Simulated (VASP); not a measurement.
Set up this calculation in VASP 6.6.1, as the native input.

| Item | Value |
| --- | --- |
| Task | single point |
| Functional | PBE |
| Potentials or basis | VASP PAW PBE potentials, release 64 (Gd, N) |
| Cutoff | 520 eV |
| k mesh | 12 × 12 × 12 |
| Occupations | gaussian, width 0.05 eV |
| Spin | collinear spin, ferromagnetic start |
| Starting moments | [7.55, 0.0] μB |
| Dipole correction | no |
| Further INCAR settings | ALGO = Normal; EDIFF = 1e-06; NBANDS = 22 |

The structure of GdN lies in POSCAR:

```
GdN
1.0
   -0.0249279841      2.4927984091      2.4927984091
    2.4678704250      0.0000000000      2.4678704250
    2.4927984091      2.4927984091     -0.0249279841
Gd N
1 1
Direct
    0.5000000000      0.5000000000      0.5000000000
    0.0000000000      0.0000000000      0.0000000000
```

The input as run:

INCAR

```
PREC = Accurate ; ENCUT = 520
EDIFF = 1E-6 ; ISMEAR = 0
SIGMA = 0.05 ; LREAL = False
LASPH = True ; NELM = 150
ALGO = Normal ; ISIF = 2
LWAVE = False ; LCHARG = False
ISPIN = 2 ; MAGMOM = 7.55 0
LORBIT = 11 ; LMAXMIX = 6
GGA = PE ; NBANDS = 22
```

KPOINTS

```
Automatic mesh
0
Gamma
  12 12 12
```

Potentials or basis: VASP PAW PBE potentials, release 64 (Gd, N).

Command:

```bash
$ cat potpaw_PBE.64/Gd/POTCAR potpaw_PBE.64/N/POTCAR > POTCAR
$ mpirun -np 1 vasp_std > vasp.out
```

Results of the run:

| Quantity | Value |
| --- | --- |
| Pressure | -0.1 GPa |
| Band gap on the k mesh | zero (filled and empty bands overlap) |
| Net moment | 7.00 μB per cell |
| Site moments | Gd +6.80; N -0.08 μB |
| Valence electrons inside the program's atomic spheres | Gd 15.23; N 3.63 |

Caveat: spin-orbit coupling is left out, which moves the levels of the heavy elements; a cell with one magnetic atom can't hold antiferromagnetic order, which such compounds often take; semilocal functionals describe open f shells poorly, which spoils levels, moments and volumes.

It took 29 min on 1 thread of Intel(R) Xeon(R) Platinum 8259CL CPU @ 2.50GHz (Skylake/Cascade Lake), on a shared host, peak memory 0.45 GiB.
